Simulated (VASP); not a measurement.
**Si2W: single point with PBEsol**

Crystal: Si2W.

```
CELL_PARAMETERS angstrom
-3.20250 0.00000 0.00000
0.00000 -3.20250 0.00000
0.00000 0.00000 15.63147
ATOMIC_POSITIONS crystal
Si 0.50000 0.50000 0.41725
Si 0.00000 0.00000 0.16725
Si 0.50000 0.50000 0.91725
Si 0.00000 0.00000 0.66725
Si 0.50000 0.50000 0.58275
Si 0.00000 0.00000 0.33275
Si 0.50000 0.50000 0.08275
Si 0.00000 0.00000 0.83275
W 0.00000 0.00000 0.00000
W 0.50000 0.50000 0.75000
W 0.00000 0.00000 0.50000
W 0.50000 0.50000 0.25000
```

```
Program                : VASP 6.6.1
Task                   : single point
Functional             : PBEsol
Potentials or basis    : VASP PAW PBE potentials, release 64 (Si, W_sv)
Cutoff                 : 520 eV
k mesh                 : 15 × 15 × 3
Occupations            : gaussian, width 0.15 eV
Spin                   : no spin polarisation
Dipole correction      : no
Further INCAR settings : ALGO = Fast; EDIFF = 1e-07; NBANDS = 56
```

```json
{
 "Pressure": "0.4 GPa",
 "Band gap on the k mesh": "zero (bands 44 and 45 overlap by 1.16 eV)"
}
```

Levels at points of the mesh, in eV from the Fermi level:
| k point | band 40 | band 41 | band 42 | band 43 | band 44 | band 45 | band 46 | band 47 | band 48 | band 49 |
| --- | --- | --- | --- | --- | --- | --- | --- | --- | --- | --- |
| (0.00, 0.00, 0.00) | -0.83 | -0.52 | -0.52 | 0.62 | 0.70 | 0.70 | 0.80 | 1.58 | 1.58 | 1.58 |

Wall time 24 min on 1 thread of Oxide Virtual Turin-like Processor, with other jobs on the host, peak memory 0.53 GiB.

Caveat: the PAW data sets were made with another functional, which shifts forces and pressure a little; spin-orbit coupling is left out, which moves the levels of the heavy elements.
